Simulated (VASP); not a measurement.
Wanted: the native input for a VASP 6.6.1 run.

| Item | Value |
| --- | --- |
| Task | single point |
| Functional | PBE |
| Potentials or basis | VASP PAW PBE potentials, release 64 (Bi_d) |
| Cutoff | 520 eV |
| k mesh | 13 × 13 × 13 |
| Occupations | fermi-dirac, width 0.08 eV |
| Spin | no spin polarisation |
| Dipole correction | no |
| Further INCAR settings | ALGO = Normal; EDIFF = 1e-07; NBANDS = 14 |

The structure of Bi lies in POSCAR:

```
Bi
1.0
    3.1379827167      0.0000000000      0.0000000000
    0.0000000000      3.1379827167      0.0000000000
    0.0000000000      0.0000000000      3.1379827167
Bi
1
Direct
    0.0000000000      0.0000000000      0.0000000000
```

This cell differs from its parent crystal: volume scaled by 0.88.

One way to write it, as run:

INCAR

```
SYSTEM = Bi
PREC = Accurate
ENCUT = 520
EDIFF = 1E-7
ISMEAR = -1
SIGMA = 0.08
LREAL = .FALSE.
LASPH = .TRUE.
NELM = 80
ALGO = Normal
ISIF = 2
LWAVE = .FALSE.
LCHARG = .FALSE.
GGA = PE
NBANDS = 14
```

KPOINTS

```
regular mesh
0
G
  13 13 13
  0 0 0
```

Potentials or basis: VASP PAW PBE potentials, release 64 (Bi_d).

Command:

```sh
$ cat potpaw_PBE.64/Bi_d/POTCAR > POTCAR
$ mpirun -np 1 vasp_std > vasp.out
```

Results of the run:

```
Pressure : 7.9 GPa
```

Run time: 12 s on 1 thread of AMD EPYC 9R45 96-Core Processor (Zen 5) (shared host), peak memory 0.13 GiB.
